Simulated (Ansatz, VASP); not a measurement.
CO2: VASP beside Ansatz

```
C O
1.0
     5.78392    0.00000    0.00000
     0.00000    5.78392    0.00000
     0.00000    0.00000    5.78392
C O
4 8
Direct
  0.00000 0.00000 0.00000
  0.50000 0.00000 0.50000
  0.50000 0.50000 0.00000
  0.00000 0.50000 0.50000
  0.11648 0.11648 0.11648
  0.38352 0.88352 0.61648
  0.61648 0.38352 0.88352
  0.88352 0.61648 0.38352
  0.88352 0.88352 0.88352
  0.61648 0.11648 0.38352
  0.38352 0.61648 0.11648
  0.11648 0.38352 0.61648
```

Alike in both runs: functional PBEsol; k mesh 4 × 4 × 4; occupations gaussian, width 0.02 eV; no spin polarisation.

Ansatz relaxed the structure, and its values are those at the end. VASP's run is a single point on that final structure, the one shown.

|  | VASP | Ansatz |
| --- | --- | --- |
| version | VASP 6.6.1 | Ansatz 0.2.0 |
| potentials or method | VASP PAW PBE potentials, release 64 (C_h, O_h), cutoff 1340 eV | scalar-relativistic, plane waves, PAW |
| valence electrons in the cell | 64 | 64 |

Ansatz gave:

* gap on the k mesh at the Fermi level (eV): 6.71
* least direct gap on the mesh (eV): 6.71
* pressure (GPa): 0.0
* rms of the force components (eV/Å): 0.000

Task: What did VASP give for the same quantities?

Result: gap on the k mesh at the Fermi level (eV): 6.71; least direct gap on the mesh (eV): 6.71; pressure (GPa): 0.0; rms of the force components (eV/Å): 0.036.

VASP's potentials were made for PBE, not for PBEsol.
